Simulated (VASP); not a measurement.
Te, 3 atoms in the cell. It takes space group P3_121 (No. 152, trigonal). The conventional cell has a = 4.523 Å, b = 4.523 Å, c = 6.134 Å, α = 90.00°, β = 90.00°, γ = 120.00°. Te (site symmetry 2) has 6 Te at 2.89 to 3.58 Å within 3.8 Å.  This cell differs from its parent crystal: strain along c alone, the other axes held: +3.0 %, then relaxed in part.

```yaml
Program: VASP 6.6.1
Task: single point
Functional: PBE
Potentials_or_basis: VASP PAW PBE potentials, release 64 (Te)
Cutoff: 520 eV
k_mesh: 12 × 12 × 6
Occupations: gaussian, width 0.01 eV
Spin: no spin polarisation
Dipole_correction: no
Further_INCAR_settings: ALGO = Normal; EDIFF = 1e-07; NBANDS = 16
```

Potentials or basis: VASP PAW PBE potentials, release 64 (Te).

Launch:

```bash
$ cat potpaw_PBE.64/Te/POTCAR > POTCAR
$ mpirun -np 1 vasp_std > vasp.out
```

Hardware: 1 thread of Intel Xeon 6975P-C, on a shared host.

Q: How long does it take, and how much memory?

A: It took 2.3 min on 1 thread of Intel Xeon 6975P-C, on a shared host, peak memory 0.32 GiB. Counts: scf iterations 13, k points 100.
